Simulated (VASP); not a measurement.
# PtSe2 (P-3m1) in VASP: further runs, part 2 of 2

VASP 6.6.1. Earlier steps stand in the parts before.

## (3) Relaxation of cell and atoms, PBE+D4

This run uses another cell than the first one, of 20.27 Å³/atom.

The input, INCAR:

```
SYSTEM = PtSe2
PREC     = Accurate       ! precision mode
ENCUT    = 600            ! plane-wave cutoff, eV
EDIFF    = 1E-6           ! SCF threshold, eV
ISMEAR   = -1             ! smearing method
SIGMA    = 0.1            ! smearing width, eV
LREAL    = .FALSE.        ! projectors in reciprocal space
LASPH    = .TRUE.         ! aspherical terms in the spheres
NELM     = 80             ! most SCF steps
ALGO     = Normal         ! electronic algorithm
ISIF     = 3              ! what is computed and relaxed
LWAVE    = .FALSE.        ! write WAVECAR
LCHARG   = .FALSE.        ! write CHGCAR
GGA      = PE             ! functional
IVDW     = 13             ! dispersion correction
IBRION   = 2              ! ionic algorithm
NSW      = 80             ! ionic steps
EDIFFG   = -0.01          ! ionic threshold
```

The input, KPOINTS:

```
regular mesh
0
G
  13 13 9
  0 0 0
```

The input, POSCAR:

```
PtSe2
1.0
    3.7240000000      0.0000000000      0.0000000000
   -1.8620000000      3.2250786000      0.0000000000
    0.0000000000      0.0000000000      5.0620000000
Pt Se
1 2
Direct
    0.0000000000      0.0000000000      0.0000000000
    0.3333333333      0.6666666667      0.2500000000
    0.6666666667      0.3333333333      0.7500000000
```

Potentials or basis: VASP PAW PBE potentials, release 64 (Pt, Se).

Started as:

```sh
cat potpaw_PBE.64/Pt/POTCAR potpaw_PBE.64/Se/POTCAR > POTCAR
mpirun -np 1 vasp_std > vasp.out
```

OUTCAR:

```text
SYSTEM = PtSe2
   PREC = Accurate
   ENCUT = 600
   EDIFF = 1E-6
   ISMEAR = -1
   LREAL = .FALSE.
   LASPH = .TRUE.
   NELM = 80
   ISIF = 3
   GGA = PE
   IVDW = 13
   IBRION = 2
   NSW = 80
   EDIFFG = -0.01

 ion  position               nearest neighbor table
   1  0.000  0.000  0.000-   2 2.49   3 2.49   3 2.49   2 2.49   3 2.49   2 2.49
   2  0.333  0.667  0.250-   1 2.49   1 2.49   1 2.49
   3  0.667  0.333  0.750-   1 2.49   1 2.49   1 2.49

  LATTYP: Found a hexagonal cell.
 ALAT       =     3.7240000000
 C/A-ratio  =     1.3592910849

  Lattice vectors:

 A1 = (   3.7240000000,   0.0000000000,   0.0000000000)
 A2 = (  -1.8620000000,   3.2250786000,   0.0000000000)
 A3 = (   0.0000000000,   0.0000000000,   5.0620000000)

Analysis of symmetry for initial positions (statically):
=====================================================================
 Subroutine PRICEL returns:
 Original cell was already a primitive cell.

 Routine SETGRP: Setting up the symmetry group for a
 hexagonal supercell.

 Subroutine GETGRP returns: Found 12 space group operations
 (whereof 12 operations were pure point group operations)
 out of a pool of 24 trial point group operations.

The static configuration has the point symmetry D_3d.

Analysis of symmetry for dynamics (positions and initial velocities):
=====================================================================
 Subroutine PRICEL returns:
[... 284 lines left out ...]

 number of electron      22.0000001 magnetization

------------------------ aborting loop because EDIFF is reached ----------------------------------------
[... 77 lines left out ...]
--------------------------------------- Ionic step       12  -------------------------------------------

 number of electron      22.0000002 magnetization

 Free energy of the ion-electron system (eV)
  ---------------------------------------------------
  ext. energy  EPLUGINS =         0.00000000
  ---------------------------------------------------
  free energy    TOTEN  =       -14.20804346 eV

  energy without entropy =      -14.18363690  energy(sigma->0) =      -14.19584018

 E-fermi :   6.6639     XC(G=0): -10.8294

 val. band max:        6.6638793627   @ k =  -0.0769   0.3846   0.2222
 cond. band min:       6.6671528919   @ k =   0.0769   0.0000   0.1111
 fundamental gap:      0.0032735292
 Fermi energy:         6.6639269597

 k-point     1 :       0.0000    0.0000    0.0000
  band No.  band energies     occupation
      1      -8.9519      2.00000
      2      -5.8436      2.00000
      3      -0.3925      2.00000
      4       0.5035      2.00000
      5       0.5035      2.00000
      6       2.9431      2.00000
      7       2.9431      2.00000
      8       4.2540      2.00000
      9       5.7084      1.99986
     10       5.7084      1.99986
     11       7.5022      0.00046
     12       7.7650      0.00003
     13       7.7650      0.00003
     14      10.0677      0.00000
[... 401 lines left out ...]
      2      -6.0292      2.00000
      3      -0.1578      2.00000
      4       0.5361      2.00000
      5       0.6338      2.00000
      6       2.8218      2.00000
      7       2.9041      2.00000
      8       4.0991      2.00000
      9       5.1619      2.00000
     10       5.7316      1.99982
     11       7.1048      0.02405
     12       7.6299      0.00013
     13       8.0689      0.00000
     14      10.6385      0.00000
     15      11.4669      0.00000

 [... further k-points ...]

------------------------ aborting loop because EDIFF is reached ----------------------------------------

  DFT-D4 for vdW energy calculation

  Edisp (eV):   -1.54111
[... 26 lines left out ...]
  FREE ENERGIE OF THE ION-ELECTRON SYSTEM (eV)
  ---------------------------------------------------
  free  energy   TOTEN  =       -15.7491498340 eV

  energy  without entropy=      -15.7247432751  energy(sigma->0) =      -15.73694655

 reached required accuracy - stopping structural energy minimisation
```

OSZICAR:

```text
N       E                     dE             d eps       ncg     rms          rms(c)
DAV:   1     0.128608506328E+03    0.12861E+03   -0.11222E+04  4854   0.146E+03
[... 108 lines left out ...]
       N       E                     dE             d eps       ncg     rms          rms(c)
DAV:   1    -0.142149237795E+02   -0.13488E-01   -0.27500E-01  4865   0.399E+00    0.460E-01
DAV:   2    -0.142095610500E+02    0.53627E-02   -0.28259E-02  5089   0.174E+00    0.285E-01
DAV:   3    -0.142083484144E+02    0.12126E-02   -0.29904E-03  5383   0.593E-01    0.107E-01
DAV:   4    -0.142080451244E+02    0.30329E-03   -0.16023E-03  5236   0.258E-01    0.404E-02
DAV:   5    -0.142080430727E+02    0.20518E-05   -0.88587E-05  5411   0.759E-02    0.256E-02
DAV:   6    -0.142080434633E+02   -0.39061E-06   -0.99753E-06  5741   0.268E-02
  12 F= -.15749150E+02 E0= -.15736947E+02  d E =-.116781E-02
```

CONTCAR:

```text
PtSe2
   1.00000000000000
     3.7741703570359530    0.0000000000000000   -0.0000000000000000
    -1.8870851785179765    3.2685274035615968   -0.0000000000000000
    -0.0000000000000000    0.0000000000000001    4.8133412189103382
  Pt              Se
     1     2
Direct
     0.0000000000000000    0.0000000000000000    0.0000000000000000
     0.3333333332999970    0.6666666667000030    0.2661162227897915
     0.6666666667000030    0.3333333332999970    0.7338837772102085

  0.00000000E+00  0.00000000E+00  0.00000000E+00
  0.00000000E+00  0.00000000E+00  0.00000000E+00
  0.00000000E+00  0.00000000E+00  0.00000000E+00
```

It took 26 min on 1 thread of AMD EPYC 7R13, shared host; peak memory 0.32 GiB.

Results:

| Property | Result |
| --- | --- |
| Free energy | -15.7491 eV |
| Relaxed volume | 19.79 Å³/atom |
| Relaxed cell | a = 3.774 Å, b = 3.774 Å, c = 4.813 Å, α = 90.00°, β = 90.00°, γ = 120.00° |
| Space group after relaxing (to 0.1 Å) | P-3m1 (No. 164) |
| Energy gained by relaxing | 17.5 meV/atom |
| Ionic steps | 12 |
| Pressure after relaxing | 0.0 GPa |
| Largest force after relaxing | 0.008 eV/Å |
| Band gap on the k mesh | zero (bands 11 and 12 overlap by 0.84 eV) |
| Dispersion energy per atom | -0.514 eV |

Forces in eV/Å, atoms in the order of the input:
```
Pt   0.000  0.000  0.000
Se   0.000  0.000 -0.008
Se   0.000  0.000  0.008
```

Step by step:
| step | energy change (eV) | largest force (eV/Å) | pressure (GPa) | volume (Å³) |
| --- | --- | --- | --- | --- |
| 1 | 0.0000 | 0.6168 | 3.63 | 60.80 |
| 2 | 0.0345 | 0.4125 | -6.03 | 64.92 |
| 3 | -0.0253 | 0.1767 | -0.57 | 62.36 |
| 4 | -0.0253 | 0.1846 | -0.50 | 62.33 |
| 5 | -0.0306 | 0.1607 | -0.43 | 61.96 |
| 6 | -0.0432 | 0.0844 | -0.17 | 60.84 |
| 7 | -0.0478 | 0.1054 | 0.79 | 58.63 |
| 8 | -0.0500 | 0.0155 | 0.39 | 59.52 |
| 9 | -0.0487 | 0.1644 | -1.53 | 59.93 |
| 10 | -0.0514 | 0.0793 | -0.43 | 59.69 |
| 11 | -0.0519 | 0.0433 | 0.26 | 59.14 |
| 12 | -0.0525 | 0.0080 | -0.05 | 59.38 |

Final structure:
```cif
data_structure
_symmetry_space_group_name_H-M 'P 1'
_symmetry_Int_Tables_number 1
_cell_length_a 3.7742
_cell_length_b 3.7742
_cell_length_c 4.8133
_cell_angle_alpha 90.000
_cell_angle_beta 90.000
_cell_angle_gamma 120.000
_cell_volume 59.38
loop_
_atom_site_label
_atom_site_type_symbol
_atom_site_fract_x
_atom_site_fract_y
_atom_site_fract_z
_atom_site_occupancy
Pt1 Pt 0.00000 0.00000 0.00000 1
Se1 Se 0.33333 0.66667 0.26612 1
Se2 Se 0.66667 0.33333 0.73388 1
```

Levels at points of the mesh, in eV from the Fermi level:
| k point | band 7 | band 8 | band 9 | band 10 | band 11 | band 12 | band 13 | band 14 | band 15 |
| --- | --- | --- | --- | --- | --- | --- | --- | --- | --- |
| (0.00, 0.00, 0.00) | -3.72 | -2.41 | -0.96 | -0.96 | 0.84 | 1.10 | 1.10 | 3.40 | 4.15 |

Caveat: spin-orbit coupling is left out, which moves the levels of the heavy elements.

The gap in the log of VASP goes by the Fermi energy; the results here count the filled bands.